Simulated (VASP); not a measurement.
# Al16N16F (a cell with a defect) in VASP: notebook

The runs below take Al16N16F (a cell with a defect) through single point, with PBE.

All numbers are computed with VASP 6.6.1; they aren't measurements. Logs are shortened: lines on timing, memory, paths and dates and some standing lists are left out, and cuts for length are marked.

## (1) The cell of the first run

The cell holds a defect, 33 atoms: a = 6.260 Å, b = 6.260 Å, c = 10.036 Å, α = 90.00°, β = 90.00°, γ = 120.00°.

## (2) Single point, PBE

Contents of INCAR:

```
ALGO = Normal
EDIFF = 1E-6
ENCUT = 520
GGA = PE
GGA_COMPAT = F
ISIF = 2
ISMEAR = -1
LASPH = T
LCHARG = T
LELF = T
LREAL = Auto
LVHAR = T
LWAVE = F
NBANDS = 90
NELECT = 136.0
NELM = 120
PREC = Accurate
SIGMA = 0.01
```

Contents of KPOINTS:

```
k-points
0
Gamma
  1 1 1
```

Contents of POSCAR:

```
Al16N16F
1.0
    6.2604124000      0.0000000600      0.0000000000
   -3.1302062500      5.4216761500      0.0000000000
    0.0000000000      0.0000000000     10.0361163400
Al N F
16 16 1
Direct
    0.3291039513      0.1655620800      0.2419308344
    0.1652999522      0.3303836195      0.4991153779
    0.3330494969      0.1676097861      0.7526544875
    0.1737155618      0.3471199565      1.0040391780
    0.3342606814      0.6682284002      0.2648163802
    0.1652719016      0.8370765543      0.4991556325
    0.3341940551      0.6681983357      0.7414880167
    0.1736692054      0.8287606757      1.0040494409
    0.8367395367      0.1656684990      0.2419480721
    0.6675128343      0.3348350048      0.4948768858
    0.8347935679      0.1676486984      0.7526643518
    0.6675525565      0.3348783494      1.0026077478
    0.8366845707      0.6731912510      0.2420292788
    0.6720088011      0.8371206310      0.4991876170
    0.8347480401      0.6693140368      0.7526863723
    0.6553298560      0.8288019860      1.0040284168
    0.3333647553      0.1677234041      0.4396195551
    0.1884816377      0.3764431759      0.1922826455
    0.3336119818      0.1678932778      0.9473690497
    0.1649047130      0.3295803624      0.6922719670
    0.3342202586      0.6682175179      0.4593255841
    0.1884052623      0.8141417648      0.1922315301
    0.3341993391      0.6681830267      0.9288419628
    0.1648487434      0.8374458128      0.6922983717
    0.8345933717      0.1677636076      0.4396193558
    0.6676204128      0.3350281186      0.1927178736
    0.8345844481      0.1679546924      0.9473678540
    0.6675447692      0.3348860961      0.6933991959
    0.8345883587      0.6690572896      0.4395594721
    0.6259745243      0.8143123714      0.1921943643
    0.8345360534      0.6688785626      0.9473607796
    0.6727900099      0.8374847250      0.6923223849
    0.0009088032      0.0015367941      0.1922656070
```

Potentials or basis: VASP PAW PBE potentials, release 64 (Al, N, F).

Started as:

```bash
$ cat potpaw_PBE.64/Al/POTCAR potpaw_PBE.64/N/POTCAR potpaw_PBE.64/F/POTCAR > POTCAR
$ mpirun -np 1 vasp_gam > vasp.out
```

OUTCAR:

```text
EDIFF = 1E-6
   ENCUT = 520
   GGA = PE
   ISIF = 2
   ISMEAR = -1
   LASPH = T
   LREAL = Auto
   NELECT = 136.0
   NELM = 120
   PREC = Accurate

 ion  position               nearest neighbor table
   1  0.329  0.166  0.242-  33 1.85  26 1.90  22 1.98  18 1.98  17 1.98   8 3.01   4 3.01  12 3.02
                            13 3.08   9 3.08  10 3.13   6 3.14   2 3.14   5 3.14   5 3.14   9 3.18
   2  0.165  0.330  0.499-  21 1.87  25 1.89  17 1.89  20 1.94   5 2.98   7 3.04  14 3.09   6 3.09
                             3 3.11  11 3.11  10 3.13  10 3.13   9 3.14   1 3.14   6 3.17  14 3.17
   3  0.333  0.168  0.753-  20 1.89  24 1.89  28 1.91  19 1.95  12 3.10   6 3.11   2 3.11  11 3.12
                            15 3.12   4 3.12   8 3.12   7 3.13   7 3.13  15 3.14  11 3.14  10 3.16
   4  0.174  0.347  0.004-  18 1.90  23 1.90  19 1.93  27 1.93   1 3.01   9 3.01  16 3.02   8 3.02
                             3 3.12  11 3.12  12 3.13  12 3.13   5 3.14   7 3.16   8 3.24  16 3.25
   5  0.334  0.668  0.265-  18 1.74  30 1.74  22 1.74  21 1.95   2 2.98  14 2.98   6 2.98   1 3.14
                            13 3.14   9 3.14   9 3.14  13 3.14   1 3.14   8 3.14  16 3.14   4 3.14
   6  0.165  0.837  0.499-  21 1.87  17 1.89  29 1.89  24 1.94   5 2.98   7 3.04  14 3.09   2 3.09
                             3 3.11  15 3.11  10 3.13  10 3.13  13 3.14   1 3.14   2 3.17  14 3.17
   7  0.334  0.668  0.741-  23 1.88  32 1.90  24 1.90  20 1.90  14 3.04   6 3.04   2 3.04  11 3.13
                             3 3.13  15 3.13  15 3.13   3 3.13  11 3.13   4 3.16  16 3.16   8 3.16
   8  0.174  0.829  0.004-  22 1.90  23 1.90  19 1.93  31 1.93   1 3.01  13 3.01  16 3.02   4 3.02
                            15 3.12   3 3.12  12 3.13  12 3.13   5 3.14   7 3.16   4 3.24  16 3.25
   9  0.837  0.166  0.242-  33 1.85  26 1.90  30 1.98  18 1.98  25 1.98  16 3.01   4 3.01  12 3.02
                             1 3.08  13 3.08  10 3.13   2 3.14  14 3.14   5 3.14   5 3.14  13 3.18
  10  0.668  0.335  0.495-  17 1.89  25 1.89  29 1.90  28 1.99  14 3.13   2 3.13   6 3.13   6 3.13
                             2 3.13  14 3.13  13 3.13   9 3.13   1 3.13   3 3.16  11 3.16  15 3.16
  11  0.835  0.168  0.753-  20 1.89  32 1.89  28 1.91  27 1.95  12 3.10  14 3.11   2 3.11   3 3.12
                            15 3.12  16 3.12   4 3.12   7 3.13   7 3.13  15 3.14   3 3.14  10 3.16
  12  0.668  0.335  0.003-  19 1.89  27 1.89  31 1.89  26 1.91   9 3.02   1 3.02  13 3.02  15 3.09
                            11 3.10   3 3.10   4 3.13  16 3.13   8 3.13   8 3.13  16 3.13   4 3.13
  13  0.837  0.673  0.242-  33 1.85  26 1.90  29 1.98  22 1.98  30 1.98   8 3.01  16 3.01  12 3.02
                             1 3.08   9 3.08  10 3.13   6 3.14  14 3.14   5 3.14   5 3.14   9 3.18
  14  0.672  0.837  0.499-  21 1.87  25 1.89  29 1.89  32 1.94   5 2.98   7 3.04   2 3.09   6 3.09
                            11 3.11  15 3.11  10 3.13  10 3.13  13 3.14   9 3.14   6 3.17   2 3.17
  15  0.835  0.669  0.753-  24 1.89  32 1.89  28 1.91  31 1.95  12 3.09  14 3.11   6 3.11   3 3.12
                            11 3.12  16 3.12   8 3.12   7 3.13   7 3.13  11 3.14   3 3.14  10 3.16
  16  0.655  0.829  0.004-  30 1.90  23 1.90  31 1.93  27 1.93   9 3.01  13 3.01   8 3.02   4 3.02
                            11 3.12  15 3.12  12 3.13  12 3.13   5 3.14   7 3.16   4 3.25   8 3.25
  17  0.333  0.168  0.440-   6 1.89   2 1.89  10 1.89   1 1.98
  18  0.188  0.376  0.192-   5 1.74   4 1.90   1 1.98   9 1.98
  19  0.334  0.168  0.947-  12 1.89   4 1.93   8 1.93   3 1.95
  20  0.165  0.330  0.692-   3 1.89  11 1.89   7 1.90   2 1.94
  21  0.334  0.668  0.459-  14 1.87   6 1.87   2 1.87   5 1.95
  22  0.188  0.814  0.192-   5 1.74   8 1.90   1 1.98  13 1.98
[... 8 lines left out ...]
  31  0.835  0.669  0.947-  12 1.89  16 1.93   8 1.93  15 1.95
  32  0.673  0.837  0.692-  15 1.89  11 1.89   7 1.90  14 1.94
  33  0.001  0.002  0.192-   1 1.85   9 1.85  13 1.85

  LATTYP: Found a hexagonal cell.
 ALAT       =     6.2604124000
 C/A-ratio  =     1.6031078624
[... 45 lines left out ...]
   TEBEG  =    0.0;   TEEND  =   0.0 temperature during run
   PSTRESS=    0.0 pullay stress
   NELECT =     136.0000    total number of electrons
   NUPDOWN=      -1.0000    fix difference up-down
   EMIN   =  10.00;   EMAX   =-10.00  energy-range for DOS
   EFERMI =   0.00;   METHOD = LEGACY
   ISMEAR =    -1;   SIGMA  =   0.01  broadening in eV -4-tet -1-fermi 0-gaus
   EFERMI_NEDOS =   21; number of points for ismear=-14 and -15
   IALGO  =     38    algorithm
   IMIX   =      4    mixing-type and parameters
     AMIX     =   0.40;   BMIX     =  1.00
     AMIX_MAG =   1.60;   BMIX_MAG =  1.00
  volume/ion in A,a.u.               =      10.32        69.66
  Fermi-wavevector in a.u.,A,eV,Ry     =   1.205463  2.277994 19.771170  1.453140
  Thomas-Fermi vector in A             =   2.341158
   LORBIT       =      0    0 simple, 1 ext, 2 COOP (PROOUT), +10 PAW based schemes
   GGA     = PE    functional components
   LHFCALC =     F    Hartree Fock is set to
   AEXX    =    0.0000 exact exchange contribution
   IVDW    =     0    specifies the selected vdW correction
   LEPSILON=     F    determine dielectric tensor
   LRPA    =     F    only Hartree local field effects (RPA)
 non-spin polarized calculation
  energy-cutoff  :      520.00
  volume of cell :      340.65
 maximum number of plane-waves:      4582
 NGX is ok and might be reduce to    48
   NGX = 23   NGY = 23   NGZ = 37

 number of electron     135.9999985 magnetization

 Free energy of the ion-electron system (eV)
  ---------------------------------------------------
  ext. energy  EPLUGINS =         0.00000000
  ---------------------------------------------------
  free energy    TOTEN  =      -220.50832910 eV

  energy without entropy =     -220.50832910  energy(sigma->0) =     -220.50832910

 E-fermi :   7.7829     XC(G=0): -10.9371

 val. band max:        7.4933218020   @ k =   0.0000   0.0000   0.0000
 cond. band min:      10.2703138701   @ k =   0.0000   0.0000   0.0000
 fundamental gap:      2.7769920682
 Fermi energy:         7.7828943375

 k-point     1 :       0.0000    0.0000    0.0000
  band No.  band energies     occupation
      1     -18.4168      2.00000
      2      -8.8252      2.00000
      3      -8.0307      2.00000
      4      -7.6668      2.00000
      5      -6.9896      2.00000
      6      -6.9431      2.00000
[... 72 lines left out ...]
     79      12.3170      0.00000
     80      12.3191      0.00000
 [bands above 80 left out]

------------------------ aborting loop because EDIFF is reached ----------------------------------------

  FORCE on cell =-STRESS in cart. coord.  units (eV):
  Direction    XX          YY          ZZ          XY          YZ          ZX
  --------------------------------------------------------------------------------------
  -------------------------------------------------------------------------------------
  Total       42.6481994     42.6501969    -10.8090687     -0.0011377     -0.0014942     -0.0013955
  in kB      200.5899072    200.5993023    -50.8389597     -0.0053509     -0.0070279     -0.0065638
  external PRESSURE =     116.7834166 kB  Pullay stress =       0.0000000 kB

 VOLUME and BASIS-vectors are now :
 -----------------------------------------------------------------------------
  energy-cutoff  :      520.00
  volume of cell :      340.65
      direct lattice vectors                 reciprocal lattice vectors
     6.260412400  0.000000060  0.000000000     0.159733885  0.092222403  0.000000000
    -3.130206250  5.421676150  0.000000000    -0.000000002  0.184444804  0.000000000
     0.000000000  0.000000000 10.036116340     0.000000000  0.000000000  0.099640136

 POSITION                                       TOTAL-FORCE (eV/Angst)
 -----------------------------------------------------------------------------------
      1.54208      0.89762      2.42805         0.011827      0.012931      0.012491
      0.00068      1.79123      5.00918         0.001145      0.001291      0.001429
      1.56037      0.90873      7.55373         0.002629      0.005632      0.000001
      0.00097      1.88197      0.04054        -0.001396      0.004026      0.009196
      0.00092      3.62292      2.65773        -0.002139      0.006821      0.009115
     -1.58555      4.53836      5.00958        -0.001630     -0.000964     -0.002549
[... 25 lines left out ...]
      1.59044      4.54057      6.94823        -0.002143      0.001070     -0.002837
      0.00088      0.00833      1.92960        -0.008126     -0.011694     -0.019507
 -----------------------------------------------------------------------------------
    total drift:                               -0.002888      0.006925      0.013154

  FREE ENERGIE OF THE ION-ELECTRON SYSTEM (eV)
  ---------------------------------------------------
  free  energy   TOTEN  =      -220.5083290962 eV

  energy  without entropy=     -220.5083290962  energy(sigma->0) =     -220.50832910
```

It took 2.1 min on 1 thread of Intel Xeon 8259CL, shared host; peak memory 0.41 GiB.

Results:

```
Free energy   : -220.5083 eV
Largest force : 0.033 eV/Å
```

Forces on the atoms (eV/Å):
```
Al   0.012  0.013  0.012
Al   0.001  0.001  0.001
Al   0.003  0.006  0.000
Al  -0.001  0.004  0.009
Al  -0.002  0.007  0.009
Al  -0.002 -0.001 -0.003
Al   0.000 -0.002  0.005
Al   0.004 -0.005  0.004
Al  -0.005  0.008  0.007
Al  -0.001  0.002  0.012
Al  -0.001  0.005  0.001
Al   0.001  0.010 -0.012
Al  -0.002  0.012 -0.005
Al   0.002 -0.002 -0.004
Al   0.000 -0.003  0.001
Al  -0.005 -0.004  0.005
N   -0.003  0.001 -0.001
N   -0.006 -0.020 -0.001
N   -0.001 -0.002 -0.003
N    0.000  0.003 -0.001
N    0.000 -0.002 -0.033
N   -0.018 -0.003  0.006
N    0.001  0.002  0.005
N    0.003  0.001 -0.002
N    0.003  0.002 -0.001
N    0.001 -0.015 -0.001
N    0.000 -0.002 -0.003
N    0.000 -0.003  0.003
N    0.002 -0.003  0.008
N    0.024  0.003  0.007
N    0.000 -0.002 -0.002
N   -0.002  0.001 -0.003
F   -0.008 -0.012 -0.020
```

Levels at points of the mesh, in eV from the Fermi level:
```
           k point  band 66  band 67  band 68  band 69  band 70  band 71
(0.00, 0.00, 0.00)    -1.36    -0.29    -0.29     2.49     3.46     3.46
```

Caveat: the k points lie up to 1.16 Å⁻¹ apart, too coarse for converged energies, forces and pressures; the cell carries a net charge on a neutralising background, which shifts energy and pressure; the cell is charged against a uniform background, so pressure and absolute levels hang on convention.

(Continued in part 2 of 2.)
